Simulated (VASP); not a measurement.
The system is SrO.

```xyz
2
Lattice="0.0000 2.7923 2.7923 2.7923 0.0000 2.7923 2.7923 2.7923 0.0000" Properties=species:S:1:pos:R:3 pbc="T T T"
Sr    0.0000    0.0000    0.0000
O     1.3961    1.3961    1.3961
```

Base run:

```yaml
Program: VASP 6.6.1
Functional: PBE
Potentials_or_basis: VASP PAW PBE potentials, release 64 (Sr_sv, O)
Cutoff: 520 eV
k_mesh: 8 × 8 × 8
Occupations: fermi-dirac, width 0.02 eV
Spin: no spin polarisation
```

Its results: band gap on the k mesh 2.52 eV (least direct gap 3.37 eV); pressure 1.4 GPa.

Task: The run is repeated on the same cell with these changes: functional from PBE to r2SCAN; occupations from fermi-dirac, width 0.02 eV to gaussian, width 0.01 eV. What comes out?

Result: Band gap on the k mesh 2.90 eV (least direct gap 3.75 eV); pressure 0.5 GPa.

Caveats: the PAW data sets were made with another functional, which shifts forces and pressure a little (at least some runs).

A k mesh can miss the band edges.
